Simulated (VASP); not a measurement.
# HoNb2As3 (P4/mmm) in VASP: further runs, part 2 of 2

VASP 6.6.1. Earlier steps stand in the parts before.

### Step 3. Single point, PBE

This run uses another cell than the first one, of 20.36 Å³/atom.

INCAR

```
PREC = Accurate
ENCUT = 500
EDIFF = 1E-6
ISMEAR = 0
SIGMA = 0.1
LREAL = False
LASPH = True
NELM = 200
ALGO = Normal
ISIF = 2
LWAVE = False
LCHARG = True
GGA = PE
LELF = True
LVHAR = True
NBANDS = 34
GGA_COMPAT = False
LMAXMIX = 6
```

KPOINTS

```
regular mesh
0
Gamma
  10 10 4
```

POSCAR

```
HoNb2As3
1.0
    3.6579573972      0.0000000000      0.0000000000
    0.0000000000      3.6579573972      0.0000000000
    0.0000000000      0.0000000000      9.1282598842
Ho Nb As
1 2 3
Direct
    0.0000000000      0.0000000000      0.0000000000
    0.5000000000      0.5000000000      0.7693243971
    0.5000000000      0.5000000000      0.2306756029
    0.0000000000      0.0000000000      0.6806550063
    0.0000000000      0.0000000000      0.3193449937
    0.5000000000      0.5000000000      0.5000000000
```

Potentials or basis: VASP PAW PBE potentials, release 64 (Ho_3, Nb_sv, As), 4f in core.

Launch:

```console
> cat potpaw_PBE.64/Ho_3/POTCAR potpaw_PBE.64/Nb_sv/POTCAR potpaw_PBE.64/As/POTCAR > POTCAR
> mpirun -np 1 vasp_std > vasp.out
```

OUTCAR:

```text
PREC = Accurate
   ENCUT = 500
   EDIFF = 1E-6
   ISMEAR = 0
   LREAL = False
   LASPH = True
   NELM = 200
   ISIF = 2
   GGA = PE

 ion  position               nearest neighbor table
   1  0.000  0.000  0.000-   4 2.92   5 2.92   2 3.34   3 3.34   2 3.34   3 3.34   2 3.34   3 3.34
                             2 3.34   3 3.34
   2  0.500  0.500  0.769-   6 2.46   4 2.71   4 2.71   4 2.71   4 2.71   1 3.34   1 3.34   1 3.34
                             1 3.34
   3  0.500  0.500  0.231-   6 2.46   5 2.71   5 2.71   5 2.71   5 2.71   1 3.34   1 3.34   1 3.34
                             1 3.34
   4  0.000  0.000  0.681-   2 2.71   2 2.71   2 2.71   2 2.71   1 2.92
   5  0.000  0.000  0.319-   3 2.71   3 2.71   3 2.71   3 2.71   1 2.92
   6  0.500  0.500  0.500-   2 2.46   3 2.46

  LATTYP: Found a simple tetragonal cell.
 ALAT       =     3.6579573972
 C/A-ratio  =     2.4954527604

  Lattice vectors:

 A1 = (   3.6579573972,   0.0000000000,   0.0000000000)
 A2 = (   0.0000000000,   3.6579573972,   0.0000000000)
 A3 = (   0.0000000000,   0.0000000000,   9.1282598842)

Analysis of symmetry for initial positions (statically):
=====================================================================
 Subroutine PRICEL returns:
[... 186 lines left out ...]

 k-point     1 :       0.0000    0.0000    0.0000
  band No.  band energies     occupation
      1     -47.9445      2.00000
      2     -47.9444      2.00000
      3     -24.0255      2.00000
      4     -24.0174      2.00000
      5     -24.0165      2.00000
      6     -24.0165      2.00000
[... 877 lines left out ...]
     33       9.8519      0.00000
     34      10.6261      0.00000

 [... further k-points ...]

------------------------ aborting loop because EDIFF is reached ----------------------------------------

  FORCE on cell =-STRESS in cart. coord.  units (eV):
  Direction    XX          YY          ZZ          XY          YZ          ZX
  --------------------------------------------------------------------------------------
  -------------------------------------------------------------------------------------
  Total        0.0672983      0.0672983      0.1885420      0.0000000      0.0000000     -0.0000000
  in kB        0.8827735      0.8827735      2.4731674      0.0000000      0.0000000     -0.0000000
  external PRESSURE =       1.4129048 kB  Pullay stress =       0.0000000 kB

 VOLUME and BASIS-vectors are now :
 -----------------------------------------------------------------------------
  energy-cutoff  :      500.00
  volume of cell :      122.14
      direct lattice vectors                 reciprocal lattice vectors
     3.657957397  0.000000000  0.000000000     0.273376612  0.000000000  0.000000000
     0.000000000  3.657957397  0.000000000     0.000000000  0.273376612  0.000000000
     0.000000000  0.000000000  9.128259884     0.000000000  0.000000000  0.109549905

 POSITION                                       TOTAL-FORCE (eV/Angst)
 -----------------------------------------------------------------------------------
      0.00000      0.00000      0.00000         0.000000     -0.000000      0.000000
      1.82898      1.82898      7.02259         0.000000      0.000000     -0.009056
      1.82898      1.82898      2.10567         0.000000     -0.000000      0.009056
      0.00000      0.00000      6.21320        -0.000000     -0.000000     -0.019892
      0.00000      0.00000      2.91506        -0.000000      0.000000      0.019892
      1.82898      1.82898      4.56413         0.000000     -0.000000      0.000000
 -----------------------------------------------------------------------------------
    total drift:                                0.000000      0.000000      0.000000

  FREE ENERGIE OF THE ION-ELECTRON SYSTEM (eV)
  ---------------------------------------------------
  free  energy   TOTEN  =       -40.0731279099 eV

  energy  without entropy=      -40.0519179223  energy(sigma->0) =      -40.06252292
```

Run time: 3.5 min. Hardware: 1 thread of AMD EPYC 9R45 (Zen 5), shared host; peak memory 0.35 GiB.

What came out:

| Property | Result |
| --- | --- |
| Free energy | -40.0731 eV |
| Pressure | 0.1 GPa |
| Largest force | 0.020 eV/Å |
| Band gap on the k mesh | zero (bands 25 and 26 overlap by 1.09 eV) |

Forces on the atoms (eV/Å):
```
Ho   0.000  0.000  0.000
Nb   0.000  0.000 -0.009
Nb   0.000  0.000  0.009
As   0.000  0.000 -0.020
As   0.000  0.000  0.020
As   0.000  0.000  0.000
```

Levels at points of the mesh, in eV from the Fermi level:
```
           k point  band 23  band 24  band 25  band 26  band 27  band 28
(0.00, 0.00, 0.00)    -1.39    -0.50     0.40     0.53     0.81     0.81
(0.50, 0.00, 0.00)    -1.38    -0.47     0.44     0.72     0.72     1.46
(0.50, 0.50, 0.00)    -1.26    -0.96    -0.50    -0.50     0.59     0.59
(0.00, 0.00, 0.50)    -1.41     0.42     0.46     0.52     0.76     0.76
(0.50, 0.00, 0.50)    -0.11    -0.09     0.02     0.21     0.48     1.12
(0.50, 0.50, 0.50)    -1.38    -0.55    -0.39    -0.39     0.63     0.63
```

Caveat: spin-orbit coupling is left out, which moves the levels of the heavy elements; the 4f electrons are frozen in the core, so they carry no moment and show no levels. Spin polarisation is off, so any magnetic state and its effect on volume and gap are missing.

### Step 4. Single point, PBE

This run uses another cell than the first one, of 20.36 Å³/atom.

INCAR

```
SYSTEM = HoNb2As3
PREC = Accurate
ENCUT = 500
EDIFF = 1E-6
ISMEAR = 0
SIGMA = 0.1
LREAL = .False.
LASPH = .True.
NELM = 200
ALGO = Normal
ISIF = 2
LWAVE = .False.
LCHARG = .True.
GGA = PE
LELF = .True.
LVHAR = .True.
NBANDS = 34
GGA_COMPAT = .False.
LMAXMIX = 6
```

KPOINTS

```
regular mesh
0
Gamma
  10 10 4
  0 0 0
```

POSCAR is that of step 3.

Launch:

```console
> cat potpaw_PBE.64/Ho_3/POTCAR potpaw_PBE.64/Nb_sv/POTCAR potpaw_PBE.64/As/POTCAR > POTCAR
> mpirun -np 1 vasp_std > vasp.out
```

Wall time 3.6 min (1 thread of AMD EPYC 9R45 (Zen 5), shared host); peak memory 0.36 GiB.

It converged, with:

```yaml
Free_energy: -40.0731 eV
Pressure: 0.1 GPa
Largest_force: 0.020 eV/Å
Band_gap_on_the_k_mesh: zero (bands 25 and 26 overlap by 1.09 eV)
```

Forces in eV/Å, atoms in the order of the input:
```
Ho   0.000  0.000  0.000
Nb   0.000  0.000 -0.009
Nb   0.000  0.000  0.009
As   0.000  0.000 -0.020
As   0.000  0.000  0.020
As   0.000  0.000  0.000
```

Stress tensor (GPa, compression positive):
```
0.09 0.00 0.00
0.00 0.09 0.00
0.00 0.00 0.25
```

Levels at points of the mesh, in eV from the Fermi level:
| k point | band 22 | band 23 | band 24 | band 25 | band 26 | band 27 | band 28 | band 29 |
| --- | --- | --- | --- | --- | --- | --- | --- | --- |
| (0.00, 0.00, 0.00) | -1.39 | -1.39 | -0.50 | 0.40 | 0.53 | 0.81 | 0.81 | 1.46 |
| (0.50, 0.00, 0.00) | -1.54 | -1.38 | -0.47 | 0.44 | 0.72 | 0.72 | 1.46 | 1.74 |
| (0.50, 0.50, 0.00) | -1.26 | -1.26 | -0.96 | -0.50 | -0.50 | 0.59 | 0.59 | 2.06 |
| (0.00, 0.00, 0.50) | -1.41 | -1.41 | 0.42 | 0.46 | 0.52 | 0.76 | 0.76 | 1.55 |
| (0.50, 0.00, 0.50) | -1.27 | -0.11 | -0.09 | 0.02 | 0.21 | 0.48 | 1.12 | 1.85 |
| (0.50, 0.50, 0.50) | -1.38 | -1.38 | -0.55 | -0.39 | -0.39 | 0.63 | 0.63 | 1.75 |

Caveat: spin-orbit coupling is left out, which moves the levels of the heavy elements; the 4f electrons are frozen in the core, so they carry no moment and show no levels. Spin polarisation is off, so any magnetic state and its effect on volume and gap are missing.
